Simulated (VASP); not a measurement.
# Mg5Pd (P-62m) in VASP: further runs

The runs below take Mg5Pd through single point, relaxation of cell and atoms, with LDA.

Program: VASP 6.6.1. These are calculated values, not measurements. Logs are shortened: lines on timing, memory, paths and dates and some standing lists are left out, and cuts for length are marked.

## 1. The cell of the first run

The structure is hexagonal, space group P-62m (No. 189). Conventional cell: a = 5.194 Å, b = 5.194 Å, c = 4.741 Å, α = 90.00°, β = 90.00°, γ = 120.00°. Within 3.7 Å of Mg (site symmetry m2m) lie 10 Mg at 2.82 to 3.09 Å and 2 Pd at 2.88 Å. Mg (site symmetry -6) has 9 Mg at 2.97 to 3.00 Å and 3 Pd at 3.00 Å within 3.9 Å. Pd (site symmetry -62m) has 12 Mg at 2.88 to 3.00 Å within 3.8 Å.

## 2. Single point, LDA

Input file INCAR:

```
PREC = Accurate
ENCUT = 520
EDIFF = 1E-7
ISMEAR = 1
SIGMA = 0.05
LREAL = F
LASPH = T
NELM = 100
ALGO = Normal
ISIF = 2
LWAVE = F
LCHARG = T
GGA = CA
LELF = T
LVHAR = T
NBANDS = 19
```

Input file KPOINTS:

```
Automatic mesh
0
Gamma
  5 5 5
```

Input file POSCAR:

```
Mg5Pd
1.0
    5.1937469872      0.0000000000      0.0000000000
   -2.5968734936      4.4979168317      0.0000000000
    0.0000000000      0.0000000000      4.7406774724
Mg Pd
5 1
Direct
    0.3137807947      0.0000000000      0.5000000000
    0.6862192053      0.6862192053      0.5000000000
    0.0000000000      0.3137807947      0.5000000000
    0.3333333333      0.6666666667      0.0000000000
    0.6666666667      0.3333333333      0.0000000000
    0.0000000000      0.0000000000      0.0000000000
```

Potentials or basis: VASP PAW LDA potentials, release 64 (Mg, Pd).

The run is started by

```console
$ cat potpaw_LDA.64/Mg/POTCAR potpaw_LDA.64/Pd/POTCAR > POTCAR
$ mpirun -np 1 vasp_std > vasp.out
```

OUTCAR:

```text
PREC = Accurate
   ENCUT = 520
   EDIFF = 1E-7
   ISMEAR = 1
   LREAL = F
   LASPH = T
   NELM = 100
   ISIF = 2
   GGA = CA

 ion  position               nearest neighbor table
   1  0.314  0.000  0.500-   3 2.82   2 2.82   6 2.88   6 2.88   4 2.97   4 2.97   5 2.97   5 2.97
                             3 3.09   2 3.09   2 3.09   3 3.09
   2  0.686  0.686  0.500-   3 2.82   1 2.82   6 2.88   6 2.88   5 2.97   5 2.97   4 2.97   4 2.97
                             1 3.09   3 3.09   3 3.09   1 3.09
   3  0.000  0.314  0.500-   2 2.82   1 2.82   6 2.88   6 2.88   5 2.97   5 2.97   4 2.97   4 2.97
                             1 3.09   2 3.09   2 3.09   1 3.09
   4  0.333  0.667  0.000-   1 2.97   1 2.97   3 2.97   3 2.97   2 2.97   2 2.97   5 3.00   6 3.00
                             5 3.00   6 3.00   6 3.00   5 3.00
   5  0.667  0.333  0.000-   3 2.97   3 2.97   1 2.97   1 2.97   2 2.97   2 2.97   4 3.00   6 3.00
                             4 3.00   6 3.00   6 3.00   4 3.00
   6  0.000  0.000  0.000-   2 2.88   3 2.88   2 2.88   3 2.88   1 2.88   1 2.88   5 3.00   4 3.00
                             4 3.00   5 3.00   5 3.00   4 3.00

  LATTYP: Found a hexagonal cell.
 ALAT       =     5.1937469872
 C/A-ratio  =     0.9127663485

  Lattice vectors:

 A1 = (   5.1937469872,   0.0000000000,   0.0000000000)
 A2 = (  -2.5968734936,   4.4979168317,   0.0000000000)
 A3 = (   0.0000000000,   0.0000000000,   4.7406774724)

Analysis of symmetry for initial positions (statically):
=====================================================================
 Subroutine PRICEL returns:
 Original cell was already a primitive cell.

 Routine SETGRP: Setting up the symmetry group for a
 hexagonal supercell.

 Subroutine GETGRP returns: Found 12 space group operations
 (whereof 12 operations were pure point group operations)
 out of a pool of 24 trial point group operations.

The static configuration has the point symmetry D_3h.

Analysis of symmetry for dynamics (positions and initial velocities):
=====================================================================
 Subroutine PRICEL returns:
 Original cell was already a primitive cell.

 Routine SETGRP: Setting up the symmetry group for a
 hexagonal supercell.

 Subroutine GETGRP returns: Found 12 space group operations
 (whereof 12 operations were pure point group operations)
 out of a pool of 24 trial point group operations.

The dynamic configuration has the point symmetry D_3h.

 Subroutine INISYM returns: Found 12 space group operations
 (whereof 12 operations are pure point group operations),
 and found     1 'primitive' translations

----------------------------------------------------------------------------------------

                                     Primitive cell

  volume of cell :     110.7472

  direct lattice vectors                    reciprocal lattice vectors
     5.193746987  0.000000000  0.000000000     0.192539221  0.111162571  0.000000000
    -2.596873494  4.497916832  0.000000000     0.000000000  0.222325142  0.000000000
     0.000000000  0.000000000  4.740677472     0.000000000  0.000000000  0.210940315

  length of vectors
     5.193746987  5.193746987  4.740677472     0.222325142  0.222325142  0.210940315

  position of ions in fractional coordinates (direct lattice)
     0.313780795  0.000000000  0.500000000
     0.686219205  0.686219205  0.500000000
     0.000000000  0.313780795  0.500000000
     0.333333333  0.666666667  0.000000000
     0.666666667  0.333333333  0.000000000
     0.000000000  0.000000000  0.000000000

  ion indices of the primitive-cell ions
   primitive index   ion index
                 1           1
                 2           2
                 3           3
                 4           4
                 5           5
                 6           6

----------------------------------------------------------------------------------------

 KPOINTS: Automatic mesh

Automatic generation of k-mesh.
 Grid dimensions read from file:
 generate k-points for:    5    5    5

 Generating k-lattice:

  Cartesian coordinates                     Fractional coordinates (reciprocal lattice)
     0.038507844  0.022232514  0.000000000     0.200000000  0.000000000  0.000000000
     0.000000000  0.044465028  0.000000000     0.000000000  0.200000000  0.000000000
     0.000000000  0.000000000  0.042188063     0.000000000  0.000000000  0.200000000

  Length of vectors
     0.044465028  0.044465028  0.042188063

  Shift w.r.t. Gamma in fractional coordinates (k-lattice)
     0.000000000  0.000000000  0.000000000

 Subroutine IBZKPT returns following result:
 ===========================================

 Found     15 irreducible k-points:

 Following reciprocal coordinates:
            Coordinates               Weight
  0.000000  0.000000  0.000000      1.000000
  0.200000  0.000000  0.000000      6.000000
  0.400000  0.000000  0.000000      6.000000
  0.200000  0.200000  0.000000      6.000000
  0.400000  0.200000  0.000000      6.000000
  0.000000  0.000000  0.200000      2.000000
  0.200000  0.000000  0.200000     12.000000
  0.400000  0.000000  0.200000     12.000000
  0.200000  0.200000  0.200000     12.000000
  0.400000  0.200000  0.200000     12.000000
  0.000000  0.000000  0.400000      2.000000
  0.200000  0.000000  0.400000     12.000000
  0.400000  0.000000  0.400000     12.000000
  0.200000  0.200000  0.400000     12.000000
  0.400000  0.200000  0.400000     12.000000
   k-points           NKPTS =     15   k-points in BZ     NKDIM =     15   number of bands    NBANDS=     19
   number of dos      NEDOS =    301   number of ions     NIONS =      6
   total plane-waves  NPLWV =  57600
   dimension x,y,z NGX =    40 NGY =   40 NGZ =   36
   dimension x,y,z NGXF=    80 NGYF=   80 NGZF=   72
   ions per type =               5   1
   NGX,Y,Z   is equivalent  to a cutoff of  12.80, 12.80, 12.62 a.u.
   NGXF,Y,Z  is equivalent  to a cutoff of  25.61, 25.61, 25.25 a.u.
 SYSTEM =  unknown system
   PREC   = accura    normal or accurate (medium, high low for compatibility)
   ISTART =      0    job   : 0-new  1-cont  2-samecut
   ICHARG =      2    charge: 1-file 2-atom 10-const
   ISPIN  =      1    spin polarized calculation?
   LNONCOLLINEAR =      F non collinear calculations
   LSORBIT =      F    spin-orbit coupling
   LASPH  =      T    aspherical Exc in radial PAW
   ENCUT  =  520.0 eV  38.22 Ry    6.18 a.u.   9.66  9.66  8.81*2*pi/ulx,y,z
   NELM   =    100;   NELMIN=  2; NELMDL= -5     # of ELM steps
   EDIFF  = 0.1E-06   stopping-criterion for ELM
   LREAL  =      F    real-space projection
   EDIFFG = 0.1E-05   stopping-criterion for IOM
   NSW    =      0    number of steps for IOM
   IBRION =     -1    ionic relax: 0-MD 1-quasi-New 2-CG
   NFREE  =      0    steps in history (QN), initial steepest desc. (CG)
   ISIF   =      2    stress and relaxation
   ISYM   =      2    0-nonsym 1-usesym 2-fastsym
   POTIM  = 0.5000    time-step for ionic-motion
   TEBEG  =    0.0;   TEEND  =   0.0 temperature during run
   PSTRESS=    0.0 pullay stress
   NELECT =      20.0000    total number of electrons
   NUPDOWN=      -1.0000    fix difference up-down
   EMIN   =  10.00;   EMAX   =-10.00  energy-range for DOS
   EFERMI =   0.00;   METHOD = LEGACY
   ISMEAR =     1;   SIGMA  =   0.05  broadening in eV -4-tet -1-fermi 0-gaus
   EFERMI_NEDOS =   21; number of points for ismear=-14 and -15
   IALGO  =     38    algorithm
   IMIX   =      4    mixing-type and parameters
     AMIX     =   0.40;   BMIX     =  1.00
     AMIX_MAG =   1.60;   BMIX_MAG =  1.00
  volume/ion in A,a.u.               =      18.46       124.56
  Fermi-wavevector in a.u.,A,eV,Ry     =   0.925353  1.748663 11.650364  0.856278
  Thomas-Fermi vector in A             =   2.051198
   LORBIT       =      0    0 simple, 1 ext, 2 COOP (PROOUT), +10 PAW based schemes
   GGA     = CA    functional components
   LHFCALC =     F    Hartree Fock is set to
   AEXX    =    0.0000 exact exchange contribution
   IVDW    =     0    specifies the selected vdW correction
   LEPSILON=     F    determine dielectric tensor
   LRPA    =     F    only Hartree local field effects (RPA)
 non-spin polarized calculation
 Methfessel and Paxton  Order N= 1 SIGMA  =   0.05
  energy-cutoff  :      520.00
  volume of cell :      110.75
 maximum number of plane-waves:      3006
 NGX is ok and might be reduce to    40
   NGX = 19   NGY = 19   NGZ = 17

 number of electron      20.0000000 magnetization

 Free energy of the ion-electron system (eV)
  ---------------------------------------------------
  ext. energy  EPLUGINS =         0.00000000
  ---------------------------------------------------
  free energy    TOTEN  =       -17.17399394 eV

  energy without entropy =      -17.17348461  energy(sigma->0) =      -17.17382416

 E-fermi :   4.1220     XC(G=0):  -9.8483

 val. band max:        4.1081738334   @ k =   0.2000   0.0000   0.4000
 cond. band min:       4.2346415748   @ k =   0.4000   0.0000   0.0000
 fundamental gap:      0.1264677414
 Fermi energy:         4.1219998225

 k-point     1 :       0.0000    0.0000    0.0000
  band No.  band energies     occupation
      1      -3.3885      2.00000
      2       0.4024      2.00000
      3       0.8546      2.00000
      4       0.8546      2.00000
      5       1.2620      2.00000
      6       1.2620      2.00000
[... 11 lines left out ...]
     18       9.7375      0.00000
     19      10.1492      0.00000

 k-point     2 :       0.2000    0.0000    0.0000
  band No.  band energies     occupation
      1      -3.0849      2.00000
      2       0.3531      2.00000
      3       0.5572      2.00000
      4       0.9641      2.00000
      5       1.1552      2.00000
      6       1.2465      2.00000
[... 11 lines left out ...]
     18       9.2391      0.00000
     19       9.5814      0.00000

 k-point     3 :       0.4000    0.0000    0.0000
  band No.  band energies     occupation
      1      -2.1975      2.00000
      2      -0.8128      2.00000
      3       0.3887      2.00000
      4       1.0294      2.00000
      5       1.2217      2.00000
      6       1.2340      2.00000
[... 11 lines left out ...]
     18       9.0589      0.00000
     19       9.8739      0.00000

 k-point     4 :       0.2000    0.2000    0.0000
  band No.  band energies     occupation
      1      -2.4882      2.00000
      2      -0.0023      2.00000
      3       0.0629      2.00000
      4       1.0697      2.00000
      5       1.0721      2.00000
      6       1.2017      2.00000
[... 11 lines left out ...]
     18       9.5274      0.00000
     19      10.4330      0.00000

 k-point     5 :       0.4000    0.2000    0.0000
  band No.  band energies     occupation
      1      -1.4132      2.00000
      2      -1.2785      2.00000
      3      -0.1567      2.00000
      4       1.0453      2.00000
      5       1.0659      2.00000
      6       1.1596      2.00000
[... 11 lines left out ...]
     18      10.6529      0.00000
     19      11.2656      0.00000
[... 136 lines left out ...]
      2      -0.7586      2.00000
      3       0.8117      2.00000
      4       0.9375      2.00000
      5       0.9853      2.00000
      6       1.0804      2.00000
[... 11 lines left out ...]
     18       8.8565      0.00000
     19       9.5865      0.00000

 k-point    13 :       0.4000    0.0000    0.4000
  band No.  band energies     occupation
      1      -1.1801      2.00000
      2      -0.1805      2.00000
      3       0.2187      2.00000
      4       0.6999      2.00000
      5       0.9068      2.00000
      6       1.2878      2.00000
[... 11 lines left out ...]
     18      10.8114      0.00000
     19      11.4862      0.00000

 k-point    14 :       0.2000    0.2000    0.4000
  band No.  band energies     occupation
      1      -1.4471      2.00000
      2      -0.2703      2.00000
      3       0.5158      2.00000
      4       0.7435      2.00000
      5       0.8393      2.00000
      6       1.2559      2.00000
[... 11 lines left out ...]
     18      10.5111      0.00000
     19      11.2793      0.00000

 k-point    15 :       0.4000    0.2000    0.4000
  band No.  band energies     occupation
      1      -0.5151      2.00000
      2      -0.3464      2.00000
      3       0.5007      2.00000
      4       0.5316      2.00000
      5       0.5796      2.00000
      6       1.1929      2.00000
[... 11 lines left out ...]
     18      11.3085      0.00000
     19      11.5420      0.00000

------------------------ aborting loop because EDIFF is reached ----------------------------------------

  FORCE on cell =-STRESS in cart. coord.  units (eV):
  Direction    XX          YY          ZZ          XY          YZ          ZX
  --------------------------------------------------------------------------------------
  -------------------------------------------------------------------------------------
  Total       -0.2831469     -0.2831469     -0.3053343      0.0000000      0.0000000     -0.0000000
  in kB       -4.0962818     -4.0962818     -4.4172653      0.0000000      0.0000000     -0.0000000
  external PRESSURE =      -4.2032763 kB  Pullay stress =       0.0000000 kB

 VOLUME and BASIS-vectors are now :
 -----------------------------------------------------------------------------
  energy-cutoff  :      520.00
  volume of cell :      110.75
      direct lattice vectors                 reciprocal lattice vectors
     5.193746987  0.000000000  0.000000000     0.192539221  0.111162571  0.000000000
    -2.596873494  4.497916832  0.000000000     0.000000000  0.222325142  0.000000000
     0.000000000  0.000000000  4.740677472     0.000000000  0.000000000  0.210940315

 POSITION                                       TOTAL-FORCE (eV/Angst)
 -----------------------------------------------------------------------------------
      1.62970      0.00000      2.37034         0.011225      0.000000      0.000000
      1.78202      3.08656      2.37034        -0.005612     -0.009721      0.000000
     -0.81485      1.41136      2.37034        -0.005612      0.009721     -0.000000
     -0.00000      2.99861      0.00000        -0.000000      0.000000      0.000000
      2.59687      1.49931      0.00000        -0.000000     -0.000000      0.000000
      0.00000      0.00000      0.00000        -0.000000     -0.000000      0.000000
 -----------------------------------------------------------------------------------
    total drift:                               -0.000000     -0.000000      0.000000

  FREE ENERGIE OF THE ION-ELECTRON SYSTEM (eV)
  ---------------------------------------------------
  free  energy   TOTEN  =       -17.1739939396 eV

  energy  without entropy=      -17.1734846103  energy(sigma->0) =      -17.17382416
```

Wall time 52 s (1 thread of Intel Xeon 8259CL, shared host); peak memory 0.2 GiB.

What came out:

```
Free energy            : -17.1740 eV
Pressure               : -0.4 GPa
Largest force          : 0.011 eV/Å
Band gap on the k mesh : zero (band 10 reaches 5.07 eV, above the bottom of band 11 at 2.98 eV)
```

Forces on the atoms (eV/Å):
```
Mg   0.011  0.000  0.000
Mg  -0.006 -0.010  0.000
Mg  -0.006  0.010  0.000
Mg   0.000  0.000  0.000
Mg   0.000  0.000  0.000
Pd   0.000  0.000  0.000
```

## 3. Relaxation of cell and atoms, LDA

This run uses another cell than the first one, of 19.25 Å³/atom, 1.043 times its volume.

Input file INCAR:

```
  PREC = Accurate
  ENCUT = 600
  EDIFF = 1E-6
  ISMEAR = 1
  SIGMA = 0.05
  LREAL = F
  LASPH = T
  NELM = 100
  ALGO = Normal
  ISIF = 3
  LWAVE = F
  LCHARG = F
  GGA = CA
  IBRION = 2
  NSW = 80
  EDIFFG = -0.03
```

KPOINTS is that of step 2.

Input file POSCAR:

```
Mg5Pd
1.0
    5.2589420000      0.0000000000      0.0000000000
   -2.6294710000      4.5543773690      0.0000000000
    0.0000000000      0.0000000000      4.8219000000
Mg Pd
5 1
Direct
    0.3130345200      0.0000000000      0.5000000000
    0.6869654800      0.6869654800      0.5000000000
    0.0000000000      0.3130345200      0.5000000000
    0.3333333333      0.6666666667      0.0000000000
    0.6666666667      0.3333333333      0.0000000000
    0.0000000000      0.0000000000      0.0000000000
```

Potentials or basis: VASP PAW LDA potentials, release 64 (Mg, Pd).

The run is started by

```console
$ cat potpaw_LDA.64/Mg/POTCAR potpaw_LDA.64/Pd/POTCAR > POTCAR
$ mpirun -np 1 vasp_std > vasp.out
```

Wall time 2.1 min (1 thread of Intel Xeon 8259CL, shared host); peak memory 0.23 GiB.

It converged, with:

```yaml
Free_energy: -17.1756 eV
Relaxed_volume: 18.34 Å³/atom
Relaxed_cell: a = 5.183 Å, b = 5.183 Å, c = 4.729 Å, α = 90.00°, β = 90.00°, γ = 120.00°
Space_group_after_relaxing_to_0.05_Å: P-62m (No. 189)
Energy_gained_by_relaxing: 8.3 meV/atom
Ionic_steps: 4
Pressure_after_relaxing: 0.0 GPa
Largest_force_after_relaxing: 0.028 eV/Å
Band_gap_on_the_k_mesh: zero (band 10 reaches 5.12 eV, above the bottom of band 11 at 3.03 eV)
```

Forces on the atoms (eV/Å):
```
Mg   0.028  0.000  0.000
Mg  -0.014 -0.024  0.000
Mg  -0.014  0.024  0.000
Mg   0.000  0.000  0.000
Mg   0.000  0.000  0.000
Pd   0.000  0.000  0.000
```

Step by step:
| step | energy change (eV) | largest force (eV/Å) | pressure (GPa) | volume (Å³) |
| --- | --- | --- | --- | --- |
| 1 | 0.0000 | 0.0097 | -2.74 | 115.49 |
| 2 | -0.0498 | 0.0465 | -0.03 | 110.08 |
| 3 | -0.0498 | 0.0469 | -0.03 | 110.04 |
| 4 | -0.0500 | 0.0276 | -0.01 | 110.02 |

Final structure:
```
CELL_PARAMETERS angstrom
5.18317 0.00000 0.00000
-2.59158 4.48875 0.00000
0.00000 0.00000 4.72878
ATOMIC_POSITIONS crystal
Mg 0.31356 0.00000 0.50000
Mg 0.68644 0.68644 0.50000
Mg 0.00000 0.31356 0.50000
Mg 0.33333 0.66667 0.00000
Mg 0.66667 0.33333 0.00000
Pd 0.00000 0.00000 0.00000
```

Levels at points of the mesh, in eV from the Fermi level:
```
           k point  band 6  band 7  band 8  band 9  band 10  band 11  band 12  band 13  band 14
(0.00, 0.00, 0.00)   -2.88   -1.26   -0.34   -0.31    -0.12    -0.12     0.86     0.86     1.49
```
